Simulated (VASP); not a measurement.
# Ca (Fm-3m) in VASP: notebook

Ca is run at these levels: PBEsol; tasks: single point.

All numbers are computed with VASP 6.6.1; they aren't measurements. Logs are shortened: lines on timing, memory, paths and dates and some standing lists are left out, and cuts for length are marked.

## 1. The cell of the first run

It takes space group Fm-3m (No. 225, cubic). The conventional cell has a = 5.588 Å, b = 5.588 Å, c = 5.588 Å, α = 90.00°, β = 90.00°, γ = 90.00°. Ca (site symmetry m-3m) has 12 Ca at 3.95 Å within 5.2 Å.

## 2. Single point, PBEsol

Input file INCAR:

```
PREC = Accurate ; ENCUT = 520
EDIFF = 1E-7 ; ISMEAR = 0
SIGMA = 0.15 ; LREAL = F
LASPH = T ; NELM = 100
ALGO = Normal ; ISIF = 2
LWAVE = F ; LCHARG = F
GGA = PS ; NBANDS = 11
```

Input file KPOINTS:

```
Automatic mesh
0
Gamma
  14 14 14
```

Input file POSCAR:

```
Ca
1.0
    0.0000000000      2.7942000000      2.7942000000
    2.7942000000      0.0000000000      2.7942000000
    2.7942000000      2.7942000000      0.0000000000
Ca
1
Direct
    0.0000000000      0.0000000000      0.0000000000
```

Potentials or basis: VASP PAW PBE potentials, release 64 (Ca_sv).

Command:

```sh
cat potpaw_PBE.64/Ca_sv/POTCAR > POTCAR
mpirun -np 1 vasp_std > vasp.out
```

OUTCAR:

```text
PREC = Accurate
   ENCUT = 520
   EDIFF = 1E-7
   ISMEAR = 0
   LREAL = F
   LASPH = T
   NELM = 100
   ISIF = 2
   GGA = PS

 ion  position               nearest neighbor table
   1  0.000  0.000  0.000-

  LATTYP: Found a face centered cubic cell.
 ALAT       =     5.5884000000

  Lattice vectors:

 A1 = (   0.0000000000,   2.7942000000,   2.7942000000)
 A2 = (   2.7942000000,   0.0000000000,   2.7942000000)
 A3 = (   2.7942000000,   2.7942000000,   0.0000000000)

Analysis of symmetry for initial positions (statically):
=====================================================================
 Subroutine PRICEL returns:
 Original cell was already a primitive cell.

 Routine SETGRP: Setting up the symmetry group for a
 face centered cubic supercell.

 Subroutine GETGRP returns: Found 48 space group operations
 (whereof 48 operations were pure point group operations)
 out of a pool of 48 trial point group operations.

The static configuration has the point symmetry O_h .

Analysis of symmetry for dynamics (positions and initial velocities):
=====================================================================
 Subroutine PRICEL returns:
 Original cell was already a primitive cell.

 Routine SETGRP: Setting up the symmetry group for a
 face centered cubic supercell.

 Subroutine GETGRP returns: Found 48 space group operations
 (whereof 48 operations were pure point group operations)
 out of a pool of 48 trial point group operations.

The dynamic configuration has the point symmetry O_h .

 Subroutine INISYM returns: Found 48 space group operations
 (whereof 48 operations are pure point group operations),
 and found     1 'primitive' translations

----------------------------------------------------------------------------------------

                                     Primitive cell

  volume of cell :      43.6317

  direct lattice vectors                    reciprocal lattice vectors
     0.000000000  2.794200000  2.794200000    -0.178942094  0.178942094  0.178942094
     2.794200000  0.000000000  2.794200000     0.178942094 -0.178942094  0.178942094
     2.794200000  2.794200000  0.000000000     0.178942094  0.178942094 -0.178942094

  length of vectors
     3.951595536  3.951595536  3.951595536     0.309936799  0.309936799  0.309936799

  position of ions in fractional coordinates (direct lattice)
     0.000000000  0.000000000  0.000000000

  ion indices of the primitive-cell ions
   primitive index   ion index
                 1           1

[... 77 lines left out ...]
   ISIF   =      2    stress and relaxation
   ISYM   =      2    0-nonsym 1-usesym 2-fastsym
   POTIM  = 0.5000    time-step for ionic-motion
   TEBEG  =    0.0;   TEEND  =   0.0 temperature during run
   PSTRESS=    0.0 pullay stress
   NELECT =      10.0000    total number of electrons
   NUPDOWN=      -1.0000    fix difference up-down
   EMIN   =  10.00;   EMAX   =-10.00  energy-range for DOS
   EFERMI =   0.00;   METHOD = LEGACY
   ISMEAR =     0;   SIGMA  =   0.15  broadening in eV -4-tet -1-fermi 0-gaus
   EFERMI_NEDOS =   21; number of points for ismear=-14 and -15
   IALGO  =     38    algorithm
   IMIX   =      4    mixing-type and parameters
     AMIX     =   0.40;   BMIX     =  1.00
     AMIX_MAG =   1.60;   BMIX_MAG =  1.00
  volume/ion in A,a.u.               =      43.63       294.44
  Fermi-wavevector in a.u.,A,eV,Ry     =   1.001861  1.893242 13.656506  1.003725
  Thomas-Fermi vector in A             =   2.134310
   LORBIT       =      0    0 simple, 1 ext, 2 COOP (PROOUT), +10 PAW based schemes
   GGA     = PS    functional components
   LHFCALC =     F    Hartree Fock is set to
   AEXX    =    0.0000 exact exchange contribution
   IVDW    =     0    specifies the selected vdW correction
   LEPSILON=     F    determine dielectric tensor
   LRPA    =     F    only Hartree local field effects (RPA)
 non-spin polarized calculation
 Gauss-broadening in eV      SIGMA  =   0.15
  energy-cutoff  :      520.00
  volume of cell :       43.63
 maximum number of plane-waves:      1211
 NGX is ok and might be reduce to    30
   NGX = 15   NGY = 15   NGZ = 15

 number of electron      10.0000000 magnetization

 number of electron       9.9999997 magnetization

 Free energy of the ion-electron system (eV)
  ---------------------------------------------------
  ext. energy  EPLUGINS =         0.00000000
  ---------------------------------------------------
  free energy    TOTEN  =        -2.13073742 eV

  energy without entropy =       -2.11590244  energy(sigma->0) =       -2.12331993

 E-fermi :   1.7585     XC(G=0):  -7.7053

 val. band max:        1.7468428212   @ k =  -0.3571   0.4286   0.0714
 cond. band min:       1.7908253752   @ k =  -0.3571   0.3571   0.0000
 fundamental gap:      0.0439825541
 Fermi energy:         1.7585369418

 k-point     1 :       0.0000    0.0000    0.0000
  band No.  band energies     occupation
      1     -40.1590      2.00000
      2     -21.1547      2.00000
      3     -21.1547      2.00000
      4     -21.1547      2.00000
      5      -2.2118      2.00000
      6       4.0433      0.00000
      7       4.0433      0.00000
      8       4.0433      0.00000
      9       5.0797      0.00000
     10       5.0797      0.00000
     11      10.7473      0.00000
[... 309 lines left out ...]
 k-point    24 :       0.2857    0.1429    0.0000
  band No.  band energies     occupation
      1     -40.1520      2.00000
      2     -21.2165      2.00000
      3     -21.1719      2.00000
      4     -21.1706      2.00000
      5      -1.0265      2.00000
      6       3.1134      0.00000
      7       4.0181      0.00000
      8       4.3454      0.00000
      9       4.7650      0.00000
     10       5.3700      0.00000
     11       9.2429      0.00000

 [... further k-points ...]
[... 5 lines left out ...]
  --------------------------------------------------------------------------------------
  -------------------------------------------------------------------------------------
  Total       -0.3143426     -0.3143426     -0.3143426      0.0000000      0.0000000      0.0000000
  in kB      -11.5428047    -11.5428047    -11.5428047      0.0000000      0.0000000      0.0000000
  external PRESSURE =     -11.5428047 kB  Pullay stress =       0.0000000 kB

 VOLUME and BASIS-vectors are now :
 -----------------------------------------------------------------------------
  energy-cutoff  :      520.00
  volume of cell :       43.63
      direct lattice vectors                 reciprocal lattice vectors
     0.000000000  2.794200000  2.794200000    -0.178942094  0.178942094  0.178942094
     2.794200000  0.000000000  2.794200000     0.178942094 -0.178942094  0.178942094
     2.794200000  2.794200000  0.000000000     0.178942094  0.178942094 -0.178942094

 POSITION                                       TOTAL-FORCE (eV/Angst)
 -----------------------------------------------------------------------------------
      0.00000      0.00000      0.00000         0.000000      0.000000      0.000000
 -----------------------------------------------------------------------------------
    total drift:                               -0.000000     -0.000000      0.000000

  FREE ENERGIE OF THE ION-ELECTRON SYSTEM (eV)
  ---------------------------------------------------
  free  energy   TOTEN  =        -2.1307374167 eV

  energy  without entropy=       -2.1159024380  energy(sigma->0) =       -2.12331993
```

Run time: 27 s. Hardware: 1 thread of Intel Xeon Platinum 8488C (Sapphire Rapids), shared host; peak memory 0.19 GiB.

Results:

```
Free energy            : -2.1307 eV
Pressure               : -1.2 GPa
Band gap on the k mesh : zero (band 5 reaches 1.93 eV, above the bottom of band 6 at 1.58 eV)
```

Caveat: the PAW data sets were made with another functional, which shifts forces and pressure a little.

## 3. Single point, PBEsol

Input file INCAR:

```
SYSTEM = Ca
PREC = Accurate
ENCUT = 520
EDIFF = 1E-7
ISMEAR = 0
SIGMA = 0.15
LREAL = .FALSE.
LASPH = .TRUE.
NELM = 80
ALGO = Normal
ISIF = 2
LWAVE = .FALSE.
LCHARG = .FALSE.
GGA = PS
NBANDS = 11
```

Input file KPOINTS:

```
regular mesh
0
G
  16 16 16
  0 0 0
```

POSCAR is that of step 2.

Potentials or basis: VASP PAW PBE potentials, release 64 (Ca_sv).

Command:

```sh
cat potpaw_PBE.64/Ca_sv/POTCAR > POTCAR
mpirun -np 1 vasp_std > vasp.out
```

OUTCAR:

```text
SYSTEM = Ca
   PREC = Accurate
   ENCUT = 520
   EDIFF = 1E-7
   ISMEAR = 0
   LREAL = .FALSE.
   LASPH = .TRUE.
   NELM = 80
   ISIF = 2
   GGA = PS

 ion  position               nearest neighbor table
   1  0.000  0.000  0.000-

  LATTYP: Found a face centered cubic cell.
 ALAT       =     5.5884000000

  Lattice vectors:

 A1 = (   0.0000000000,   2.7942000000,   2.7942000000)
 A2 = (   2.7942000000,   0.0000000000,   2.7942000000)
 A3 = (   2.7942000000,   2.7942000000,   0.0000000000)

Analysis of symmetry for initial positions (statically):
=====================================================================
 Subroutine PRICEL returns:
 Original cell was already a primitive cell.

 Routine SETGRP: Setting up the symmetry group for a
 face centered cubic supercell.

 Subroutine GETGRP returns: Found 48 space group operations
 (whereof 48 operations were pure point group operations)
 out of a pool of 48 trial point group operations.

The static configuration has the point symmetry O_h .

Analysis of symmetry for dynamics (positions and initial velocities):
=====================================================================
 Subroutine PRICEL returns:
 Original cell was already a primitive cell.

 Routine SETGRP: Setting up the symmetry group for a
 face centered cubic supercell.

 Subroutine GETGRP returns: Found 48 space group operations
 (whereof 48 operations were pure point group operations)
 out of a pool of 48 trial point group operations.

The dynamic configuration has the point symmetry O_h .

 Subroutine INISYM returns: Found 48 space group operations
 (whereof 48 operations are pure point group operations),
 and found     1 'primitive' translations

----------------------------------------------------------------------------------------

                                     Primitive cell

  volume of cell :      43.6317

  direct lattice vectors                    reciprocal lattice vectors
     0.000000000  2.794200000  2.794200000    -0.178942094  0.178942094  0.178942094
     2.794200000  0.000000000  2.794200000     0.178942094 -0.178942094  0.178942094
     2.794200000  2.794200000  0.000000000     0.178942094  0.178942094 -0.178942094

  length of vectors
     3.951595536  3.951595536  3.951595536     0.309936799  0.309936799  0.309936799

  position of ions in fractional coordinates (direct lattice)
     0.000000000  0.000000000  0.000000000

  ion indices of the primitive-cell ions
   primitive index   ion index
                 1           1

----------------------------------------------------------------------------------------

 KPOINTS: regular mesh

Automatic generation of k-mesh.
 Grid dimensions read from file:
 generate k-points for:   16   16   16

 Generating k-lattice:

  Cartesian coordinates                     Fractional coordinates (reciprocal lattice)
    -0.011183881  0.011183881  0.011183881     0.062500000  0.000000000  0.000000000
     0.011183881 -0.011183881  0.011183881     0.000000000  0.062500000  0.000000000
     0.011183881  0.011183881 -0.011183881     0.000000000  0.000000000  0.062500000

  Length of vectors
     0.019371050  0.019371050  0.019371050

  Shift w.r.t. Gamma in fractional coordinates (k-lattice)
     0.000000000  0.000000000  0.000000000

 Subroutine IBZKPT returns following result:
 ===========================================

 Found    145 irreducible k-points:

 Following reciprocal coordinates:
            Coordinates               Weight
  0.000000  0.000000  0.000000      1.000000
  0.062500  0.000000  0.000000      8.000000
  0.125000  0.000000  0.000000      8.000000
  0.187500  0.000000  0.000000      8.000000
  0.250000  0.000000  0.000000      8.000000
  0.312500  0.000000  0.000000      8.000000
[... 16 lines left out ...]
 -0.125000  0.062500  0.000000     24.000000
 -0.062500  0.062500  0.000000     12.000000
 [... further k-points ...]
   k-points           NKPTS =    145   k-points in BZ     NKDIM =    145   number of bands    NBANDS=     11
   number of dos      NEDOS =    301   number of ions     NIONS =      1
   total plane-waves  NPLWV =  27000
   dimension x,y,z NGX =    30 NGY =   30 NGZ =   30
   dimension x,y,z NGXF=    60 NGYF=   60 NGZF=   60
   ions per type =               1
   NGX,Y,Z   is equivalent  to a cutoff of  12.62, 12.62, 12.62 a.u.
   NGXF,Y,Z  is equivalent  to a cutoff of  25.24, 25.24, 25.24 a.u.
 SYSTEM =  Ca
   PREC   = accura    normal or accurate (medium, high low for compatibility)
   ISTART =      0    job   : 0-new  1-cont  2-samecut
   ICHARG =      2    charge: 1-file 2-atom 10-const
   ISPIN  =      1    spin polarized calculation?
   LNONCOLLINEAR =      F non collinear calculations
   LSORBIT =      F    spin-orbit coupling
   LASPH  =      T    aspherical Exc in radial PAW
   ENCUT  =  520.0 eV  38.22 Ry    6.18 a.u.   7.35  7.35  7.35*2*pi/ulx,y,z
   NELM   =     80;   NELMIN=  2; NELMDL= -5     # of ELM steps
   EDIFF  = 0.1E-06   stopping-criterion for ELM
   LREAL  =      F    real-space projection
   EDIFFG = 0.1E-05   stopping-criterion for IOM
   NSW    =      0    number of steps for IOM
   IBRION =     -1    ionic relax: 0-MD 1-quasi-New 2-CG
   NFREE  =      0    steps in history (QN), initial steepest desc. (CG)
   ISIF   =      2    stress and relaxation
   ISYM   =      2    0-nonsym 1-usesym 2-fastsym
   POTIM  = 0.5000    time-step for ionic-motion
   TEBEG  =    0.0;   TEEND  =   0.0 temperature during run
   PSTRESS=    0.0 pullay stress
   NELECT =      10.0000    total number of electrons
   NUPDOWN=      -1.0000    fix difference up-down
   EMIN   =  10.00;   EMAX   =-10.00  energy-range for DOS
   EFERMI =   0.00;   METHOD = LEGACY
   ISMEAR =     0;   SIGMA  =   0.15  broadening in eV -4-tet -1-fermi 0-gaus
   EFERMI_NEDOS =   21; number of points for ismear=-14 and -15
   IALGO  =     38    algorithm
   IMIX   =      4    mixing-type and parameters
     AMIX     =   0.40;   BMIX     =  1.00
     AMIX_MAG =   1.60;   BMIX_MAG =  1.00
  volume/ion in A,a.u.               =      43.63       294.44
  Fermi-wavevector in a.u.,A,eV,Ry     =   1.001861  1.893242 13.656506  1.003725
  Thomas-Fermi vector in A             =   2.134310
   LORBIT       =      0    0 simple, 1 ext, 2 COOP (PROOUT), +10 PAW based schemes
   GGA     = PS    functional components
   LHFCALC =     F    Hartree Fock is set to
   AEXX    =    0.0000 exact exchange contribution
   IVDW    =     0    specifies the selected vdW correction
   LEPSILON=     F    determine dielectric tensor
   LRPA    =     F    only Hartree local field effects (RPA)
 non-spin polarized calculation
 Gauss-broadening in eV      SIGMA  =   0.15
  energy-cutoff  :      520.00
  volume of cell :       43.63
 maximum number of plane-waves:      1211
 NGX is ok and might be reduce to    30
   NGX = 15   NGY = 15   NGZ = 15

 number of electron      10.0000000 magnetization

 number of electron       9.9999997 magnetization

 Free energy of the ion-electron system (eV)
  ---------------------------------------------------
  ext. energy  EPLUGINS =         0.00000000
  ---------------------------------------------------
  free energy    TOTEN  =        -2.13033212 eV

  energy without entropy =       -2.11455888  energy(sigma->0) =       -2.12244550

 E-fermi :   1.7614     XC(G=0):  -7.7052

 val. band max:        1.7505315540   @ k =  -0.4375   0.0625   0.0000
 cond. band min:       1.7675420543   @ k =  -0.3125   0.3750   0.1250
 fundamental gap:      0.0170105002
 Fermi energy:         1.7614420204

 k-point     1 :       0.0000    0.0000    0.0000
  band No.  band energies     occupation
      1     -40.1585      2.00000
      2     -21.1542      2.00000
      3     -21.1542      2.00000
      4     -21.1542      2.00000
      5      -2.2117      2.00000
      6       4.0436      0.00000
      7       4.0436      0.00000
      8       4.0436      0.00000
      9       5.0800      0.00000
     10       5.0800      0.00000
     11      10.7473      0.00000

 k-point     2 :       0.0625    0.0000    0.0000
  band No.  band energies     occupation
      1     -40.1580      2.00000
      2     -21.1590      2.00000
      3     -21.1549      2.00000
      4     -21.1549      2.00000
      5      -2.1464      2.00000
      6       3.9732      0.00000
      7       4.0689      0.00000
      8       4.0689      0.00000
      9       5.0579      0.00000
     10       5.0579      0.00000
     11      10.8261      0.00000
[... 295 lines left out ...]
 k-point    24 :      -0.0625    0.0625    0.0000
  band No.  band energies     occupation
      1     -40.1573      2.00000
      2     -21.1657      2.00000
      3     -21.1577      2.00000
      4     -21.1551      2.00000
      5      -2.0386      2.00000
      6       3.8666      0.00000
      7       4.0976      0.00000
      8       4.1144      0.00000
      9       4.9710      0.00000
     10       5.0802      0.00000
     11      10.9286      0.00000

 [... further k-points ...]
[... 5 lines left out ...]
  --------------------------------------------------------------------------------------
  -------------------------------------------------------------------------------------
  Total       -0.3152305     -0.3152305     -0.3152305      0.0000000      0.0000000      0.0000000
  in kB      -11.5754090    -11.5754090    -11.5754090      0.0000000      0.0000000      0.0000000
  external PRESSURE =     -11.5754090 kB  Pullay stress =       0.0000000 kB

 VOLUME and BASIS-vectors are now :
 -----------------------------------------------------------------------------
  energy-cutoff  :      520.00
  volume of cell :       43.63
      direct lattice vectors                 reciprocal lattice vectors
     0.000000000  2.794200000  2.794200000    -0.178942094  0.178942094  0.178942094
     2.794200000  0.000000000  2.794200000     0.178942094 -0.178942094  0.178942094
     2.794200000  2.794200000  0.000000000     0.178942094  0.178942094 -0.178942094

 POSITION                                       TOTAL-FORCE (eV/Angst)
 -----------------------------------------------------------------------------------
      0.00000      0.00000      0.00000        -0.000000      0.000000      0.000000
 -----------------------------------------------------------------------------------
    total drift:                               -0.000000     -0.000000      0.000000

  FREE ENERGIE OF THE ION-ELECTRON SYSTEM (eV)
  ---------------------------------------------------
  free  energy   TOTEN  =        -2.1303321183 eV

  energy  without entropy=       -2.1145588752  energy(sigma->0) =       -2.12244550
```

It took 37 s on 1 thread of Intel Xeon Platinum 8488C (Sapphire Rapids), shared host; peak memory 0.21 GiB.

What came out:

```yaml
Free_energy: -2.1303 eV
Pressure: -1.2 GPa
Band_gap_on_the_k_mesh: zero (band 5 reaches 1.98 eV, above the bottom of band 6 at 1.58 eV)
```

Caveat: the PAW data sets were made with another functional, which shifts forces and pressure a little.
